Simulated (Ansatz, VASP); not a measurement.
**Two plane-wave programs on MgS5**

```xyz
6
Lattice="6.6050 0.0000 0.0000 -3.3025 5.7201 0.0000 0.0000 0.0000 3.2502" Properties=species:S:1:pos:R:3 pbc="T T T"
Mg    0.0000    0.0000    0.0000
S     3.3025    0.0000    1.6251
S     1.6512    2.8600    1.6251
S    -1.6512    2.8600    1.6251
S     0.0000    3.8134    0.0000
S     3.3025    1.9067    0.0000
```

Change from the starting cell: species swapped into the YCu5 type (P6/mmm, No. 191).

Alike in both runs: functional PBE; k mesh 6 × 6 × 12; occupations gaussian, width 0.1 eV; no spin polarisation.

Ansatz relaxed the structure, and its values are those at the end. VASP's run is a single point on that final structure, the one shown.

```csv
,VASP,Ansatz
version,VASP 6.6.1,Ansatz 0.2.0
potentials or method,"VASP PAW PBE potentials, release 64 (Mg, S), cutoff 520 eV","scalar-relativistic, plane waves, PAW"
valence electrons in the cell,32,40
```

|  | VASP | Ansatz | Ansatz less VASP |
| --- | --- | --- | --- |
| gap on the k mesh at the Fermi level (eV) | none | none | - |
| pressure (GPa) | -0.1 | 0.0 | +0.13 |

A gap of «none» marks a metal or a gap that the smearing closes. VASP's potentials hold 32 valence electrons a cell and Ansatz's 40, so a difference there can come from the potentials and not from the codes.
